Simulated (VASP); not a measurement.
# LiRh2 (I4/mmm) in VASP: further runs

LiRh2 is run at these levels: PBE; tasks: single point.

All numbers are computed with VASP 6.6.1; they aren't measurements. Logs are shortened: lines on timing, memory, paths and dates and some standing lists are left out, and cuts for length are marked.

## Step 1: The cell of the first run

Symmetry: I4/mmm, No. 139, tetragonal system. Conventional cell: a = 2.941 Å, b = 2.941 Å, c = 9.569 Å, α = 90.00°, β = 90.00°, γ = 90.00°. Li (site symmetry 4/mmm) has 10 Rh at 2.58 to 3.25 Å and 4 Li at 2.94 Å within 3.4 Å. Within 3.4 Å of Rh (site symmetry 4mm) lie 5 Li at 2.58 to 3.25 Å and 9 Rh at 2.70 to 3.06 Å.

## Step 2: Single point, PBE

The input, INCAR:

```
SYSTEM = LiRh2
PREC = Accurate
ENCUT = 520
EDIFF = 1E-7
ISMEAR = 0
SIGMA = 0.1
LREAL = .FALSE.
LASPH = .TRUE.
NELM = 100
ALGO = Normal
ISIF = 2
LWAVE = .FALSE.
LCHARG = .FALSE.
GGA = PE
NBANDS = 24
```

The input, KPOINTS:

```
regular mesh
0
G
  8 8 8
  0 0 0
```

The input, POSCAR:

```
LiRh2
1.0
   -1.4704011518      1.4704011518      4.7842761101
    1.4704011518     -1.4704011518      4.7842761101
    1.4704011518      1.4704011518     -4.7842761101
Li Rh
1 2
Direct
    0.0000000000      0.0000000000      0.0000000000
    0.3400000000      0.3400000000      0.0000000000
    0.6600000000      0.6600000000      0.0000000000
```

Potentials or basis: VASP PAW PBE potentials, release 64 (Li_sv, Rh_pv).

Command:

```bash
cat potpaw_PBE.64/Li_sv/POTCAR potpaw_PBE.64/Rh_pv/POTCAR > POTCAR
mpirun -np 1 vasp_std > vasp.out
```

OUTCAR:

```text
SYSTEM = LiRh2
   PREC = Accurate
   ENCUT = 520
   EDIFF = 1E-7
   ISMEAR = 0
   LREAL = .FALSE.
   LASPH = .TRUE.
   NELM = 100
   ISIF = 2
   GGA = PE

 ion  position               nearest neighbor table
   1  0.000  0.000  0.000-   3 2.58   2 2.58   3 2.58   2 2.58   3 2.58   2 2.58   2 2.58   3 2.58

   2  0.340  0.340  0.000-   1 2.58   1 2.58   1 2.58   1 2.58   3 2.70   3 2.70   3 2.70   3 2.70
                             3 3.06
   3  0.660  0.660  0.000-   1 2.58   1 2.58   1 2.58   1 2.58   2 2.70   2 2.70   2 2.70   2 2.70
                             2 3.06

  LATTYP: Found a body centered tetragonal cell.
 ALAT       =     2.9408023036
 C/A-ratio  =     3.2537216829

  Lattice vectors:

 A1 = (  -1.4704011518,   1.4704011518,   4.7842761101)
 A2 = (   1.4704011518,  -1.4704011518,   4.7842761101)
 A3 = (   1.4704011518,   1.4704011518,  -4.7842761101)

Analysis of symmetry for initial positions (statically):
=====================================================================
 Subroutine PRICEL returns:
 Original cell was already a primitive cell.

 Routine SETGRP: Setting up the symmetry group for a
 body centered tetragonal supercell.

 Subroutine GETGRP returns: Found 16 space group operations
 (whereof 16 operations were pure point group operations)
 out of a pool of 16 trial point group operations.

The static configuration has the point symmetry D_4h.

Analysis of symmetry for dynamics (positions and initial velocities):
=====================================================================
 Subroutine PRICEL returns:
 Original cell was already a primitive cell.

 Routine SETGRP: Setting up the symmetry group for a
 body centered tetragonal supercell.

 Subroutine GETGRP returns: Found 16 space group operations
 (whereof 16 operations were pure point group operations)
 out of a pool of 16 trial point group operations.

The dynamic configuration has the point symmetry D_4h.

 Subroutine INISYM returns: Found 16 space group operations
 (whereof 16 operations are pure point group operations),
 and found     1 'primitive' translations

----------------------------------------------------------------------------------------

                                     Primitive cell

  volume of cell :      41.3759

  direct lattice vectors                    reciprocal lattice vectors
    -1.470401152  1.470401152  4.784276110     0.000000000  0.340043259  0.104509018
     1.470401152 -1.470401152  4.784276110     0.340043259  0.000000000  0.104509018
     1.470401152  1.470401152 -4.784276110     0.340043259  0.340043259  0.000000000

  length of vectors
     5.216651895  5.216651895  5.216651895     0.355740851  0.355740851  0.480893789

  position of ions in fractional coordinates (direct lattice)
     0.000000000  0.000000000  0.000000000
     0.340000000  0.340000000  0.000000000
     0.660000000  0.660000000  0.000000000

  ion indices of the primitive-cell ions
   primitive index   ion index
                 1           1
                 2           2
                 3           3

----------------------------------------------------------------------------------------

 KPOINTS: regular mesh

Automatic generation of k-mesh.
 Grid dimensions read from file:
 generate k-points for:    8    8    8

 Generating k-lattice:

  Cartesian coordinates                     Fractional coordinates (reciprocal lattice)
     0.000000000  0.042505407  0.013063627     0.125000000  0.000000000 -0.000000000
     0.042505407  0.000000000  0.013063627     0.000000000  0.125000000 -0.000000000
     0.042505407  0.042505407  0.000000000     0.000000000  0.000000000  0.125000000

  Length of vectors
     0.044467606  0.044467606  0.060111724

  Shift w.r.t. Gamma in fractional coordinates (k-lattice)
     0.000000000  0.000000000  0.000000000

 Subroutine IBZKPT returns following result:
 ===========================================

 Found     59 irreducible k-points:

 Following reciprocal coordinates:
            Coordinates               Weight
  0.000000  0.000000  0.000000      1.000000
  0.125000  0.000000  0.000000      8.000000
  0.250000  0.000000  0.000000      8.000000
  0.375000 -0.000000  0.000000      8.000000
  0.500000  0.000000  0.000000      4.000000
  0.125000  0.125000  0.000000      8.000000
[... 16 lines left out ...]
  0.250000  0.125000  0.125000     16.000000
  0.375000  0.125000  0.125000      8.000000
 [... further k-points ...]
   k-points           NKPTS =     59   k-points in BZ     NKDIM =     59   number of bands    NBANDS=     24
   number of dos      NEDOS =    301   number of ions     NIONS =      3
   total plane-waves  NPLWV =  64000
   dimension x,y,z NGX =    40 NGY =   40 NGZ =   40
   dimension x,y,z NGXF=    80 NGYF=   80 NGZF=   80
   ions per type =               1   2
   NGX,Y,Z   is equivalent  to a cutoff of  12.75, 12.75, 12.75 a.u.
   NGXF,Y,Z  is equivalent  to a cutoff of  25.49, 25.49, 25.49 a.u.
 SYSTEM =  LiRh2
   PREC   = accura    normal or accurate (medium, high low for compatibility)
   ISTART =      0    job   : 0-new  1-cont  2-samecut
   ICHARG =      2    charge: 1-file 2-atom 10-const
   ISPIN  =      1    spin polarized calculation?
   LNONCOLLINEAR =      F non collinear calculations
   LSORBIT =      F    spin-orbit coupling
   LASPH  =      T    aspherical Exc in radial PAW
   ENCUT  =  520.0 eV  38.22 Ry    6.18 a.u.   9.70  9.70  9.70*2*pi/ulx,y,z
   NELM   =    100;   NELMIN=  2; NELMDL= -5     # of ELM steps
   EDIFF  = 0.1E-06   stopping-criterion for ELM
   LREAL  =      F    real-space projection
   EDIFFG = 0.1E-05   stopping-criterion for IOM
   NSW    =      0    number of steps for IOM
   IBRION =     -1    ionic relax: 0-MD 1-quasi-New 2-CG
   NFREE  =      0    steps in history (QN), initial steepest desc. (CG)
   ISIF   =      2    stress and relaxation
   ISYM   =      2    0-nonsym 1-usesym 2-fastsym
   POTIM  = 0.5000    time-step for ionic-motion
   TEBEG  =    0.0;   TEEND  =   0.0 temperature during run
   PSTRESS=    0.0 pullay stress
   NELECT =      33.0000    total number of electrons
   NUPDOWN=      -1.0000    fix difference up-down
   EMIN   =  10.00;   EMAX   =-10.00  energy-range for DOS
   EFERMI =   0.00;   METHOD = LEGACY
   ISMEAR =     0;   SIGMA  =   0.10  broadening in eV -4-tet -1-fermi 0-gaus
   EFERMI_NEDOS =   21; number of points for ismear=-14 and -15
   IALGO  =     38    algorithm
   IMIX   =      4    mixing-type and parameters
     AMIX     =   0.40;   BMIX     =  1.00
     AMIX_MAG =   1.60;   BMIX_MAG =  1.00
  volume/ion in A,a.u.               =      13.79        93.07
  Fermi-wavevector in a.u.,A,eV,Ry     =   1.518204  2.868990 31.360666  2.304944
  Thomas-Fermi vector in A             =   2.627356
   LORBIT       =      0    0 simple, 1 ext, 2 COOP (PROOUT), +10 PAW based schemes
   GGA     = PE    functional components
   LHFCALC =     F    Hartree Fock is set to
   AEXX    =    0.0000 exact exchange contribution
   IVDW    =     0    specifies the selected vdW correction
   LEPSILON=     F    determine dielectric tensor
   LRPA    =     F    only Hartree local field effects (RPA)
 non-spin polarized calculation
 Gauss-broadening in eV      SIGMA  =   0.10
  energy-cutoff  :      520.00
  volume of cell :       41.38
 maximum number of plane-waves:      1165
   NGX = 19   NGY = 19   NGZ = 19

 number of electron      32.9999999 magnetization

 Free energy of the ion-electron system (eV)
  ---------------------------------------------------
  ext. energy  EPLUGINS =         0.00000000
  ---------------------------------------------------
  free energy    TOTEN  =       -16.27244250 eV

  energy without entropy =      -16.24529414  energy(sigma->0) =      -16.25886832

 E-fermi :   7.7557     XC(G=0): -12.1562

 val. band max:        7.7543934307   @ k =  -0.1250   0.1250   0.1250
 cond. band min:       7.7649137524   @ k =  -0.1250   0.1250   0.0000
 fundamental gap:      0.0105203217
 Fermi energy:         7.7557219695

 k-point     1 :       0.0000    0.0000    0.0000
  band No.  band energies     occupation
      1     -38.4943      2.00000
      2     -38.3467      2.00000
      3     -38.3467      2.00000
      4     -38.1861      2.00000
      5     -38.1861      2.00000
      6     -38.1838      2.00000
[... 16 lines left out ...]
     23      21.2834      0.00000
     24      21.2834      0.00000

 k-point     2 :       0.1250    0.0000    0.0000
  band No.  band energies     occupation
      1     -38.4894      2.00000
      2     -38.3783      2.00000
      3     -38.3388      2.00000
      4     -38.2069      2.00000
      5     -38.1903      2.00000
      6     -38.1777      2.00000
[... 16 lines left out ...]
     23      19.9646      0.00000
     24      22.1380      0.00000

 k-point     3 :       0.2500    0.0000    0.0000
  band No.  band energies     occupation
      1     -38.4873      2.00000
      2     -38.4432      2.00000
      3     -38.3170      2.00000
      4     -38.2443      2.00000
      5     -38.2033      2.00000
      6     -38.1761      2.00000
[... 16 lines left out ...]
     23      20.3542      0.00000
     24      22.4602      0.00000

 k-point     4 :       0.3750   -0.0000    0.0000
  band No.  band energies     occupation
      1     -38.5082      2.00000
      2     -38.4971      2.00000
      3     -38.2866      2.00000
      4     -38.2517      2.00000
      5     -38.2249      2.00000
      6     -38.1909      2.00000
[... 16 lines left out ...]
     23      21.3050      0.00000
     24      21.4532      0.00000

 k-point     5 :       0.5000    0.0000    0.0000
  band No.  band energies     occupation
      1     -38.5245      2.00000
      2     -38.5169      2.00000
      3     -38.2558      2.00000
      4     -38.2520      2.00000
      5     -38.2373      2.00000
      6     -38.2088      2.00000
[... 16 lines left out ...]
     23      19.6850      0.00000
     24      22.1067      0.00000

 k-point     6 :       0.1250    0.1250    0.0000
  band No.  band energies     occupation
      1     -38.4819      2.00000
      2     -38.3728      2.00000
      3     -38.3688      2.00000
      4     -38.2201      2.00000
      5     -38.2003      2.00000
      6     -38.1747      2.00000
[... 16 lines left out ...]
     23      20.5071      0.00000
     24      20.6297      0.00000
[... 379 lines left out ...]
 k-point    21 :       0.5000    0.5000    0.0000
  band No.  band energies     occupation
      1     -38.5244      2.00000
      2     -38.5195      2.00000
      3     -38.3314      2.00000
      4     -38.2871      2.00000
      5     -38.2847      2.00000
      6     -38.2820      2.00000
[... 16 lines left out ...]
     23      18.2702      0.00000
     24      18.4641      0.00000

 k-point    22 :       0.1250    0.1250    0.1250
  band No.  band energies     occupation
      1     -38.4820      2.00000
      2     -38.4342      2.00000
      3     -38.3854      2.00000
      4     -38.2831      2.00000
      5     -38.2360      2.00000
      6     -38.1721      2.00000
[... 16 lines left out ...]
     23      18.2201      0.00000
     24      19.1877      0.00000

 k-point    23 :       0.2500    0.1250    0.1250
  band No.  band energies     occupation
      1     -38.4953      2.00000
      2     -38.4811      2.00000
      3     -38.3619      2.00000
      4     -38.2972      2.00000
      5     -38.2486      2.00000
      6     -38.1938      2.00000
[... 16 lines left out ...]
     23      18.7865      0.00000
     24      20.0682      0.00000

 k-point    24 :       0.3750    0.1250    0.1250
  band No.  band energies     occupation
      1     -38.5066      2.00000
      2     -38.5033      2.00000
      3     -38.3345      2.00000
      4     -38.3131      2.00000
      5     -38.2370      2.00000
      6     -38.2184      2.00000
[... 16 lines left out ...]
     23      19.0267      0.00000
     24      19.7966      0.00000

 [... further k-points ...]
[... 5 lines left out ...]
  --------------------------------------------------------------------------------------
  -------------------------------------------------------------------------------------
  Total       -2.3681734     -2.3681734     -1.9538655      0.0000000      0.0000000      0.0000000
  in kB      -91.7014471    -91.7014471    -75.6584332      0.0000000      0.0000000      0.0000000
  external PRESSURE =     -86.3537758 kB  Pullay stress =       0.0000000 kB

 VOLUME and BASIS-vectors are now :
 -----------------------------------------------------------------------------
  energy-cutoff  :      520.00
  volume of cell :       41.38
      direct lattice vectors                 reciprocal lattice vectors
    -1.470401152  1.470401152  4.784276110     0.000000000  0.340043259  0.104509018
     1.470401152 -1.470401152  4.784276110     0.340043259  0.000000000  0.104509018
     1.470401152  1.470401152 -4.784276110     0.340043259  0.340043259  0.000000000

 POSITION                                       TOTAL-FORCE (eV/Angst)
 -----------------------------------------------------------------------------------
      0.00000      0.00000      0.00000        -0.000000     -0.000000      0.000000
      0.00000      0.00000      3.25331         0.000000      0.000000     -0.180179
      0.00000      0.00000      6.31524        -0.000000     -0.000000      0.180179
 -----------------------------------------------------------------------------------
    total drift:                                0.000000      0.000000     -0.000000

  FREE ENERGIE OF THE ION-ELECTRON SYSTEM (eV)
  ---------------------------------------------------
  free  energy   TOTEN  =       -16.2724425036 eV

  energy  without entropy=      -16.2452941390  energy(sigma->0) =      -16.25886832
```

It took 1.7 min on 1 thread of Intel Xeon Platinum 8259CL at 2.50GHz (Skylake/Cascade Lake), shared host; peak memory 0.26 GiB.

Results:

* Free energy: -16.2724 eV
* Largest force: 0.180 eV/Å

Forces in eV/Å, atoms in the order of the input:
```
Li   0.000  0.000  0.000
Rh   0.000  0.000 -0.180
Rh   0.000  0.000  0.180
```

Caveat: the k points lie up to 0.38 Å⁻¹ apart; the cutoff is under 1.25 times the usual one of these potentials, so pressure, stress and relaxed cells hold a basis-set (Pulay) error.

## Step 3: Single point, PBE

This run uses another cell than the first one, of 14.03 Å³/atom, 1.017 times its volume.

The input, INCAR:

```
PREC = Accurate ; ENCUT = 520
EDIFF = 1E-6 ; ISMEAR = 0
SIGMA = 0.1 ; LREAL = False
LASPH = True ; NELM = 100
ALGO = Normal ; ISIF = 2
LWAVE = False ; LCHARG = False
GGA = PE ; NBANDS = 24
```

The input, KPOINTS:

```
regular mesh
0
Gamma
  8 8 8
```

The input, POSCAR:

```
LiRh2
1.0
   -1.3453260180      1.3453260180      5.8152316159
    1.3453260180     -1.3453260180      5.8152316159
    1.3453260180      1.3453260180     -5.8152316159
Li Rh
1 2
Direct
    0.0000000000      0.0000000000      0.0000000000
    0.3278155527      0.3278155527      0.0000000000
    0.6721844473      0.6721844473      0.0000000000
```

Potentials or basis: VASP PAW PBE potentials, release 64 (Li_sv, Rh_pv).

Command:

```bash
cat potpaw_PBE.64/Li_sv/POTCAR potpaw_PBE.64/Rh_pv/POTCAR > POTCAR
mpirun -np 1 vasp_std > vasp.out
```

Wall time 2.5 min (1 thread of Intel Xeon Platinum 8259CL at 2.50GHz (Skylake/Cascade Lake), shared host); peak memory 0.33 GiB.

It converged, with:

| Property | Result |
| --- | --- |
| Free energy | -16.4491 eV |
| Largest force | 0.012 eV/Å |

Forces in eV/Å, atoms in the order of the input:
```
Li   0.000  0.000  0.000
Rh   0.000  0.000 -0.012
Rh   0.000  0.000  0.012
```

Levels at points of the mesh, in eV from the Fermi level:
```
           k point  band 13  band 14  band 15  band 16  band 17  band 18  band 19  band 20  band 21  band 22
(0.00, 0.00, 0.00)    -1.90    -1.90    -0.39    -0.38     0.31     0.31     0.62     0.91    12.79    14.26
(0.50, 0.00, 0.00)    -2.15    -2.02    -1.47     0.22     0.25     0.95     2.16     3.01     6.50     9.41
(0.50, 0.50, 0.00)    -0.93    -0.42    -0.01     1.35     1.35     3.36     5.46     6.49     7.92    10.24
(0.50, 0.50, 0.50)    -1.94    -1.94    -1.07    -0.38     0.40     0.40     0.62     3.04    10.12    12.84
```

Caveat: the k points lie up to 0.41 Å⁻¹ apart; the cutoff is under 1.25 times the usual one of these potentials, so pressure, stress and relaxed cells hold a basis-set (Pulay) error.
